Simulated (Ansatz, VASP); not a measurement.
## One calculation of PtSe2, two programs

```xyz
6
Lattice="3.3504 0.0000 0.0000 -1.6752 2.9015 0.0000 0.0000 0.0000 23.9574" Properties=species:S:1:pos:R:3 pbc="T T T"
Pt    1.6752    0.9672    3.4946
Pt    0.0000    1.9343   20.4628
Se    0.0000    1.9343    4.9076
Se    1.6752    0.9672   22.2178
Se    0.0000    1.9343    1.7396
Se    1.6752    0.9672   19.0498
```

Alike in both runs: task single point; functional PBE; k mesh 6 × 6 × 1; occupations gaussian, width 0.1 eV; no spin polarisation.

```csv
,VASP,Ansatz
version,VASP 6.6.1,Ansatz 0.2.0
potentials or method,"VASP PAW PBE potentials, release 64 (Pt, Se), cutoff 520 eV","scalar-relativistic, plane waves, PAW"
valence electrons in the cell,44,100
```

```csv
,VASP,Ansatz,Ansatz less VASP
gap on the k mesh at the Fermi level (eV),none,none,-
rms of the force components (eV/Å),0.818,0.811,-0.0070
```

Atom by atom the forces differ by 0.007 eV/Å (rms over components). A gap of «none» marks a metal or a gap that the smearing closes. VASP's potentials hold 44 valence electrons a cell and Ansatz's 100, so a difference there can come from the potentials and not from the codes.

The k mesh is coarse, so the values compare programs but aren't converged. Neither program's run includes spin-orbit coupling.
